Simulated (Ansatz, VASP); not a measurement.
## Cu in VASP and in Ansatz

The input INCAR:

```
ALGO = Normal
EDIFF = 1E-6
ENCUT = 520
GGA = PS
ISIF = 2
ISMEAR = -1
LASPH = T
LCHARG = F
LREAL = F
LWAVE = F
NBANDS = 12
NELM = 80
PREC = Accurate
SIGMA = 0.08
```

KPOINTS

```
k-points
0
Gamma
  19 19 19
```

The input POSCAR:

```
Cu
1.0
    0.0000000000      1.8014548043      1.8014548043
    1.8014548043      0.0000000000      1.8014548043
    1.8014548043      1.8014548043      0.0000000000
Cu
1
Direct
    0.0000000000      0.0000000000      0.0000000000
```

Input for Ansatz:

```yaml
crystal:
  lattice:
    - [0.0, 1.8014548043, 1.8014548043]
    - [1.8014548043, 0.0, 1.8014548043]
    - [1.8014548043, 1.8014548043, 0.0]
  atoms:
    - { symbol: Cu, position: [0.0, 0.0, 0.0] }
kpoints:
  mp_grid: { grid: [19, 19, 19] }
  band_path:
    path:
      - [0.0, 0.0, 0.0]
      - [0.5, 0.0, 0.5]
      - [0.625, 0.25, 0.625]
      - [0.375, 0.375, 0.75]
      - [0.0, 0.0, 0.0]
      - [0.5, 0.5, 0.5]
      - [0.5, 0.25, 0.75]
      - [0.5, 0.0, 0.5]
    npoints: 5
scf:
  occupations: { method: fermi_dirac, width: 0.08 }
hamiltonian:
  xc: pbesol
  pseudopotentials: { kind: all_electron, lapw: { basis_error: 0.00025 } }
output:
  forces: true
  stress: true
  eigenvalues: true
```

Change from the starting cell: volume scaled by 0.99.

Alike in both runs: task single point; functional PBEsol; k mesh 19 × 19 × 19; occupations fermi-dirac, width 0.08 eV; no spin polarisation.

|  | VASP | Ansatz |
| --- | --- | --- |
| version | VASP 6.6.1 | Ansatz 0.2.0 |
| potentials or method | VASP PAW PBE potentials, release 64 (Cu), cutoff 520 eV | all-electron LAPW, scalar-relativistic |

|  | VASP | Ansatz | Ansatz less VASP |
| --- | --- | --- | --- |
| pressure (GPa) | -4.5 | -5.2 | -0.70 |

VASP's potentials were made for PBE, not for PBEsol. Ansatz ran all-electron here, and VASP with PAW potentials.
